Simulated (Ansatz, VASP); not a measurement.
# Cu in VASP and in Ansatz

```xyz
1
Lattice="11.5683 0.0000 0.0000 0.0000 2.2546 0.0000 -4.5949 0.0000 21.7432" Properties=species:S:1:pos:R:3 pbc="T T T"
Cu    3.4867    1.1273   10.8716
```

Alike in both runs: functional PBEsol; dispersion D3(BJ); k mesh 4 × 18 × 2; occupations gaussian, width 0.1 eV; no spin polarisation.

Ansatz relaxed the structure, and its values are those at the end. VASP's run is a single point on that final structure, the one shown.

|  | VASP | Ansatz |
| --- | --- | --- |
| version | VASP 6.6.1 | Ansatz 0.2.0 |
| potentials or method | VASP PAW PBE potentials, release 64 (Cu), cutoff 520 eV | scalar-relativistic, plane waves, PAW |
| valence electrons in the cell | 11 | 19 |

```tsv
	VASP	Ansatz	Ansatz less VASP
gap on the k mesh at the Fermi level (eV)	none	none	-
pressure (GPa)	0.0	0.0	0.00
```

VASP's potentials were made for PBE, not for PBEsol. A gap of «none» marks a metal or a gap that the smearing closes. VASP's potentials hold 11 valence electrons a cell and Ansatz's 19, so a difference there can come from the potentials and not from the codes. Ansatz's warnings: xc potential rough in thin density.
